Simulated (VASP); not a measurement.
# ScAl3 (Pm-3m) in VASP: a series of runs

ScAl3 is run at these levels: PBE; tasks: single point, relaxation of cell and atoms.

Everything below comes from runs of VASP 6.6.1. Logs are shortened: lines on timing, memory, paths and dates and some standing lists are left out, and cuts for length are marked.

## (1) The cell of the first run

The structure is cubic, space group Pm-3m (No. 221). Conventional cell: a = 3.813 Å, b = 3.813 Å, c = 3.813 Å, α = 90.00°, β = 90.00°, γ = 90.00°. Within 3.6 Å of Sc (site symmetry m-3m) lie 12 Al at 2.70 Å. Al (site symmetry 4/mmm) has 4 Sc at 2.70 Å and 8 Al at 2.70 Å within 3.6 Å.

## (2) Single point, PBE

Contents of INCAR:

```
PREC     = Accurate       # precision mode
ENCUT    = 520            # plane-wave cutoff, eV
EDIFF    = 1E-6           # SCF threshold, eV
ISMEAR   = 0              # smearing method
SIGMA    = 0.1            # smearing width, eV
LREAL    = F              # projectors in reciprocal space
LASPH    = T              # aspherical terms in the spheres
NELM     = 60             # most SCF steps
ALGO     = Normal         # electronic algorithm
ISIF     = 2              # what is computed and relaxed
LWAVE    = F              # write WAVECAR
LCHARG   = F              # write CHGCAR
GGA      = PE             # functional
NBANDS   = 18             # bands
```

Contents of KPOINTS:

```
Automatic mesh
0
Gamma
  12 12 12
```

Contents of POSCAR:

```
ScAl3
1.0
    3.8134959078      0.0000000000      0.0000000000
    0.0000000000      3.8134959078      0.0000000000
    0.0000000000      0.0000000000      3.8134959078
Sc Al
1 3
Direct
    0.0000000000      0.0000000000      0.0000000000
    0.5000000000      0.0000000000      0.5000000000
    0.0000000000      0.5000000000      0.5000000000
    0.5000000000      0.5000000000      0.0000000000
```

Potentials or basis: VASP PAW PBE potentials, release 64 (Sc_sv, Al).

Launch:

```
cat potpaw_PBE.64/Sc_sv/POTCAR potpaw_PBE.64/Al/POTCAR > POTCAR
mpirun -np 1 vasp_std > vasp.out
```

OUTCAR:

```text
PREC = Accurate
   ENCUT = 520
   EDIFF = 1E-6
   ISMEAR = 0
   LREAL = F
   LASPH = T
   NELM = 60
   ISIF = 2
   GGA = PE

 ion  position               nearest neighbor table
   1  0.000  0.000  0.000-   2 2.70   3 2.70   4 2.70   2 2.70   3 2.70   3 2.70   4 2.70   3 2.70
                             2 2.70   4 2.70   2 2.70   4 2.70
   2  0.500  0.000  0.500-   1 2.70   3 2.70   4 2.70   1 2.70   4 2.70   3 2.70   4 2.70   4 2.70
                             1 2.70   3 2.70   1 2.70   3 2.70
   3  0.000  0.500  0.500-   1 2.70   2 2.70   4 2.70   1 2.70   4 2.70   1 2.70   2 2.70   1 2.70
                             2 2.70   4 2.70   4 2.70   2 2.70
   4  0.500  0.500  0.000-   1 2.70   2 2.70   3 2.70   2 2.70   3 2.70   1 2.70   2 2.70   2 2.70
                             1 2.70   3 2.70   3 2.70   1 2.70

  LATTYP: Found a simple cubic cell.
 ALAT       =     3.8134959078

  Lattice vectors:

 A1 = (   3.8134959078,   0.0000000000,   0.0000000000)
 A2 = (   0.0000000000,   3.8134959078,   0.0000000000)
 A3 = (   0.0000000000,   0.0000000000,   3.8134959078)

Analysis of symmetry for initial positions (statically):
=====================================================================
 Subroutine PRICEL returns:
 Original cell was already a primitive cell.

 Routine SETGRP: Setting up the symmetry group for a
 simple cubic supercell.

 Subroutine GETGRP returns: Found 48 space group operations
 (whereof 48 operations were pure point group operations)
 out of a pool of 48 trial point group operations.

The static configuration has the point symmetry O_h .

Analysis of symmetry for dynamics (positions and initial velocities):
=====================================================================
 Subroutine PRICEL returns:
 Original cell was already a primitive cell.

 Routine SETGRP: Setting up the symmetry group for a
 simple cubic supercell.

 Subroutine GETGRP returns: Found 48 space group operations
 (whereof 48 operations were pure point group operations)
 out of a pool of 48 trial point group operations.

The dynamic configuration has the point symmetry O_h .

 Subroutine INISYM returns: Found 48 space group operations
 (whereof 48 operations are pure point group operations),
 and found     1 'primitive' translations

----------------------------------------------------------------------------------------

                                     Primitive cell

  volume of cell :      55.4587

  direct lattice vectors                    reciprocal lattice vectors
     3.813495908  0.000000000  0.000000000     0.262226583  0.000000000  0.000000000
     0.000000000  3.813495908  0.000000000     0.000000000  0.262226583  0.000000000
     0.000000000  0.000000000  3.813495908     0.000000000  0.000000000  0.262226583

  length of vectors
     3.813495908  3.813495908  3.813495908     0.262226583  0.262226583  0.262226583

  position of ions in fractional coordinates (direct lattice)
     0.000000000  0.000000000  0.000000000
     0.500000000  0.000000000  0.500000000
     0.000000000  0.500000000  0.500000000
     0.500000000  0.500000000  0.000000000

  ion indices of the primitive-cell ions
   primitive index   ion index
                 1           1
                 2           2
                 3           3
                 4           4

----------------------------------------------------------------------------------------

 KPOINTS: Automatic mesh

Automatic generation of k-mesh.
 Grid dimensions read from file:
 generate k-points for:   12   12   12

 Generating k-lattice:

  Cartesian coordinates                     Fractional coordinates (reciprocal lattice)
     0.021852215  0.000000000  0.000000000     0.083333333  0.000000000  0.000000000
     0.000000000  0.021852215  0.000000000     0.000000000  0.083333333  0.000000000
     0.000000000  0.000000000  0.021852215     0.000000000  0.000000000  0.083333333

  Length of vectors
     0.021852215  0.021852215  0.021852215

  Shift w.r.t. Gamma in fractional coordinates (k-lattice)
     0.000000000  0.000000000  0.000000000

 Subroutine IBZKPT returns following result:
 ===========================================

 Found     84 irreducible k-points:

 Following reciprocal coordinates:
            Coordinates               Weight
  0.000000  0.000000  0.000000      1.000000
  0.083333  0.000000  0.000000      6.000000
  0.166667  0.000000  0.000000      6.000000
  0.250000  0.000000  0.000000      6.000000
  0.333333  0.000000  0.000000      6.000000
  0.416667  0.000000  0.000000      6.000000
[... 16 lines left out ...]
  0.333333  0.333333  0.000000     12.000000
  0.416667  0.333333  0.000000     24.000000
 [... further k-points ...]
   k-points           NKPTS =     84   k-points in BZ     NKDIM =     84   number of bands    NBANDS=     18
   number of dos      NEDOS =    301   number of ions     NIONS =      4
   total plane-waves  NPLWV =  21952
[... 68 lines left out ...]
 Fermi energy:         9.2685962040

 k-point     1 :       0.0000    0.0000    0.0000
  band No.  band energies     occupation
      1     -38.9650      2.00000
      2     -17.7615      2.00000
      3     -17.7615      2.00000
      4     -17.7615      2.00000
      5      -1.8451      2.00000
      6       6.3553      2.00000
[... 10 lines left out ...]
     17      15.7140      0.00000
     18      15.9431      0.00000

 k-point     2 :       0.0833    0.0000    0.0000
  band No.  band energies     occupation
      1     -38.9648      2.00000
      2     -17.7672      2.00000
      3     -17.7610      2.00000
      4     -17.7610      2.00000
      5      -1.7689      2.00000
      6       5.8017      2.00000
[... 10 lines left out ...]
     17      15.7902      0.00000
     18      16.0072      0.00000

 k-point     3 :       0.1667    0.0000    0.0000
  band No.  band energies     occupation
      1     -38.9640      2.00000
      2     -17.7829      2.00000
      3     -17.7599      2.00000
      4     -17.7599      2.00000
      5      -1.5423      2.00000
      6       4.8081      2.00000
[... 10 lines left out ...]
     17      15.7877      0.00000
     18      16.1988      0.00000

 k-point     4 :       0.2500    0.0000    0.0000
  band No.  band energies     occupation
      1     -38.9629      2.00000
      2     -17.8043      2.00000
      3     -17.7583      2.00000
      4     -17.7583      2.00000
      5      -1.1723      2.00000
      6       3.7478      2.00000
[... 10 lines left out ...]
     17      15.3484      0.00000
     18      16.4652      0.00000

 k-point     5 :       0.3333    0.0000    0.0000
  band No.  band energies     occupation
      1     -38.9619      2.00000
      2     -17.8256      2.00000
      3     -17.7567      2.00000
      4     -17.7567      2.00000
      5      -0.6722      2.00000
      6       2.7252      2.00000
[... 10 lines left out ...]
     17      14.7920      0.00000
     18      16.4371      0.00000

 k-point     6 :       0.4167    0.0000    0.0000
  band No.  band energies     occupation
      1     -38.9611      2.00000
      2     -17.8410      2.00000
      3     -17.7555      2.00000
      4     -17.7555      2.00000
      5      -0.0766      2.00000
      6       1.8080      2.00000
[... 307 lines left out ...]
 k-point    21 :       0.4167    0.2500    0.0000
  band No.  band energies     occupation
      1     -38.9591      2.00000
      2     -17.8346      2.00000
      3     -17.7950      2.00000
      4     -17.7524      2.00000
      5       0.4653      2.00000
      6       2.4122      2.00000
[... 10 lines left out ...]
     17      15.4716      0.00000
     18      15.7616      0.00000

 k-point    22 :       0.5000    0.2500    0.0000
  band No.  band energies     occupation
      1     -38.9589      2.00000
      2     -17.8399      2.00000
      3     -17.7943      2.00000
      4     -17.7520      2.00000
      5       0.8188      2.00000
      6       1.9530      2.00000
[... 10 lines left out ...]
     17      15.3081      0.00000
     18      15.9005      0.00000

 k-point    23 :       0.3333    0.3333    0.0000
  band No.  band energies     occupation
      1     -38.9589      2.00000
      2     -17.8182      2.00000
      3     -17.8153      2.00000
      4     -17.7520      2.00000
      5       0.3615      2.00000
      6       3.5464      2.00000
[... 10 lines left out ...]
     17      14.7441      0.00000
     18      16.8332      0.00000

 k-point    24 :       0.4167    0.3333    0.0000
  band No.  band energies     occupation
      1     -38.9581      2.00000
      2     -17.8313      2.00000
      3     -17.8145      2.00000
      4     -17.7509      2.00000
      5       0.8523      2.00000
      6       2.8478      2.00000
[... 10 lines left out ...]
     17      14.8130      0.00000
     18      16.5406      0.00000

 [... further k-points ...]

------------------------ aborting loop because EDIFF is reached ----------------------------------------

  FORCE on cell =-STRESS in cart. coord.  units (eV):
  Direction    XX          YY          ZZ          XY          YZ          ZX
  --------------------------------------------------------------------------------------
  -------------------------------------------------------------------------------------
  Total       10.4285871     10.4285871     10.4285871      0.0000000      0.0000000      0.0000000
  in kB      301.2771532    301.2771532    301.2771532      0.0000000      0.0000000      0.0000000
  external PRESSURE =     301.2771532 kB  Pullay stress =       0.0000000 kB

 VOLUME and BASIS-vectors are now :
 -----------------------------------------------------------------------------
  energy-cutoff  :      520.00
  volume of cell :       55.46
      direct lattice vectors                 reciprocal lattice vectors
     3.813495908  0.000000000  0.000000000     0.262226583  0.000000000  0.000000000
     0.000000000  3.813495908  0.000000000     0.000000000  0.262226583  0.000000000
     0.000000000  0.000000000  3.813495908     0.000000000  0.000000000  0.262226583

 POSITION                                       TOTAL-FORCE (eV/Angst)
 -----------------------------------------------------------------------------------
      0.00000      0.00000      0.00000         0.000000      0.000000      0.000000
      1.90675      0.00000      1.90675         0.000000      0.000000      0.000000
      0.00000      1.90675      1.90675         0.000000      0.000000      0.000000
      1.90675      1.90675      0.00000         0.000000      0.000000      0.000000
 -----------------------------------------------------------------------------------
    total drift:                               -0.000000     -0.000000     -0.000000

  FREE ENERGIE OF THE ION-ELECTRON SYSTEM (eV)
  ---------------------------------------------------
  free  energy   TOTEN  =       -18.2222832592 eV

  energy  without entropy=      -18.2159838890  energy(sigma->0) =      -18.21913357
```

Run time: 1.7 min. Hardware: 1 thread of Intel Xeon 8259CL, shared host; peak memory 0.21 GiB.

Results:

```
Free energy            : -18.2223 eV
Pressure               : 30.1 GPa
Band gap on the k mesh : zero (bands 10 and 11 overlap by 4.46 eV)
```

Levels at points of the mesh, in eV from the Fermi level:
| k point | band 6 | band 7 | band 8 | band 9 | band 10 | band 11 | band 12 | band 13 | band 14 | band 15 |
| --- | --- | --- | --- | --- | --- | --- | --- | --- | --- | --- |
| (0.00, 0.00, 0.00) | -2.91 | -2.91 | -1.83 | -1.83 | -1.83 | 1.24 | 1.41 | 1.41 | 1.41 | 6.45 |
| (0.50, 0.00, 0.00) | -8.00 | -2.02 | -2.02 | -1.92 | 1.41 | 1.41 | 1.41 | 1.89 | 2.19 | 2.74 |
| (0.50, 0.50, 0.00) | -5.88 | -5.88 | -4.82 | -0.67 | -0.67 | 1.28 | 1.64 | 2.59 | 3.11 | 4.23 |
| (0.50, 0.50, 0.50) | -5.14 | -5.14 | -5.14 | -3.05 | -3.05 | -3.05 | 1.59 | 3.21 | 3.21 | 5.18 |

Caveat: the cell stands under pressure.

## (3) Single point, PBE

This run uses another cell than the first one, of 15.16 Å³/atom.

Contents of INCAR:

```
PREC     = Accurate       # precision mode
ENCUT    = 520            # plane-wave cutoff, eV
EDIFF    = 1E-6           # SCF threshold, eV
ISMEAR   = 0              # smearing method
SIGMA    = 0.1            # smearing width, eV
LREAL    = F              # projectors in reciprocal space
LASPH    = T              # aspherical terms in the spheres
NELM     = 80             # most SCF steps
ALGO     = Fast           # electronic algorithm
ISIF     = 2              # what is computed and relaxed
LWAVE    = F              # write WAVECAR
LCHARG   = T              # write CHGCAR
GGA      = PE             # functional
LELF     = T              # ELF
LVHAR    = T            
NBANDS   = 18             # bands
```

Contents of KPOINTS:

```
regular mesh
0
Gamma
  12 12 12
```

Contents of POSCAR:

```
ScAl3
1.0
    3.9287825299      0.0000000000      0.0000000000
    0.0000000000      3.9287825299      0.0000000000
    0.0000000000      0.0000000000      3.9287825299
Sc Al
1 3
Direct
    0.0000000000      0.0000000000      0.0000000000
    0.5000000000      0.0000000000      0.5000000000
    0.0000000000      0.5000000000      0.5000000000
    0.5000000000      0.5000000000      0.0000000000
```

Potentials or basis: VASP PAW PBE potentials, release 64 (Sc_sv, Al).

Launch:

```
cat potpaw_PBE.64/Sc_sv/POTCAR potpaw_PBE.64/Al/POTCAR > POTCAR
mpirun -np 1 vasp_std > vasp.out
```

It took 2.8 min on 1 thread of Intel Xeon 8259CL, shared host; peak memory 0.22 GiB.

Results (log left out):

```yaml
Free_energy: -18.9390 eV
Pressure: 15.1 GPa
Band_gap_on_the_k_mesh: zero (bands 10 and 11 overlap by 4.25 eV)
```

Levels at points of the mesh, in eV from the Fermi level:
| k point | band 8 | band 9 | band 10 | band 11 | band 12 | band 13 |
| --- | --- | --- | --- | --- | --- | --- |
| (0.00, 0.00, 0.00) | -1.85 | -1.85 | -1.85 | 1.24 | 1.36 | 1.36 |
| (0.50, 0.00, 0.00) | -1.90 | -1.73 | 1.20 | 1.20 | 1.37 | 1.58 |
| (0.50, 0.50, 0.00) | -4.64 | -0.62 | -0.62 | 1.23 | 1.52 | 2.36 |
| (0.50, 0.50, 0.50) | -4.92 | -3.05 | -3.05 | -3.05 | 1.28 | 2.95 |

Caveat: the cell stands under pressure.

## (4) Relaxation of cell and atoms, PBE, target pressure 8 GPa, at which the enthalpy is minimised

This run uses another cell than the first one, of 15.95 Å³/atom.

Contents of INCAR:

```
  PREC = Accurate
  ENCUT = 600
  EDIFF = 1E-6
  ISMEAR = 0
  SIGMA = 0.1
  LREAL = False
  LASPH = True
  NELM = 100
  ALGO = Fast
  ISIF = 3
  LWAVE = False
  LCHARG = False
  GGA = PE
  IBRION = 2
  NSW = 70
  EDIFFG = -0.008
  PSTRESS = 80.0
```

Contents of KPOINTS:

```
Automatic mesh
0
Gamma
  10 10 10
```

Contents of POSCAR:

```
ScAl3
1.0
    3.9955714742      0.0000000000      0.0000000000
    0.0000000000      3.9955714742      0.0000000000
    0.0000000000      0.0000000000      3.9955714742
Sc Al
1 3
Direct
    0.0000000000      0.0000000000      0.0000000000
    0.5000000000      0.0000000000      0.5000000000
    0.0000000000      0.5000000000      0.5000000000
    0.5000000000      0.5000000000      0.0000000000
```

Launch:

```
cat potpaw_PBE.64/Sc_sv/POTCAR potpaw_PBE.64/Al/POTCAR > POTCAR
mpirun -np 1 vasp_std > vasp.out
```

It took 2.9 min on 1 thread of Intel Xeon 8259CL, shared host; peak memory 0.23 GiB.

It converged, with:

| Quantity | Value |
| --- | --- |
| Free energy | -19.1783 eV |
| Relaxed volume | 15.99 Å³/atom |
| Relaxed cell | a = 4.000 Å, b = 4.000 Å, c = 4.000 Å, α = 90.00°, β = 90.00°, γ = 90.00° |
| Space group after relaxing (to 0.1 Å) | Pm-3m (No. 221) |
| Energy change on relaxing (the run minimises the enthalpy) | -2.4 meV/atom |
| Ionic steps | 3 |
| Pressure after relaxing | 8.0 GPa |
| Band gap on the k mesh | zero (bands 10 and 11 overlap by 4.12 eV) |

Step by step:
```tsv
step	energy change (eV)	largest force (eV/Å)	pressure (GPa)	volume (Å³)
1	0.0000	0.0000	8.51	63.79
2	-0.0234	0.0000	7.51	64.26
3	-0.0098	0.0000	8.03	63.98
```

Final structure:
```
Sc Al
1.0
     3.99956    0.00000    0.00000
     0.00000    3.99956    0.00000
     0.00000    0.00000    3.99956
Sc Al
1 3
Direct
  0.00000 0.00000 0.00000
  0.50000 0.00000 0.50000
  0.00000 0.50000 0.50000
  0.50000 0.50000 0.00000
```

Levels at points of the mesh, in eV from the Fermi level:
```
           k point  band 8  band 9  band 10  band 11  band 12  band 13
(0.00, 0.00, 0.00)   -1.86   -1.86    -1.86     1.23     1.32     1.32
(0.50, 0.00, 0.00)   -1.84   -1.63     1.08     1.08     1.23     1.34
(0.50, 0.50, 0.00)   -4.54   -0.60    -0.60     1.19     1.43     2.21
(0.50, 0.50, 0.50)   -4.74   -3.04    -3.04    -3.04     1.11     2.78
```

Caveat: the cell is relaxed towards a set pressure, so the run minimises the enthalpy, not the energy.

## (5) Summary

```tsv
task	cell	k mesh	cutoff (eV)	gap on the mesh (eV)	pressure (GPa)
single point	a = 3.813 Å, 4 atoms	12 × 12 × 12	520	none	30.1
single point	a = 3.929 Å, 4 atoms	12 × 12 × 12	520	none	15.1
relaxation of cell and atoms	relaxed to 8 GPa from a = 3.996 Å, 4 atoms	10 × 10 × 10	600	none	8.0
```

Alike in all rows: level PBE; potentials or basis VASP PAW PBE potentials, release 64 (Sc_sv, Al); no spin polarisation; smearing gaussian 0.1 eV.

Caveats: the cell stands under pressure (at least some runs); the cell is relaxed towards a set pressure, so the run minimises the enthalpy, not the energy (at least some runs).

Total energies depend on the potentials used, so only differences within one code and one set of settings carry meaning.
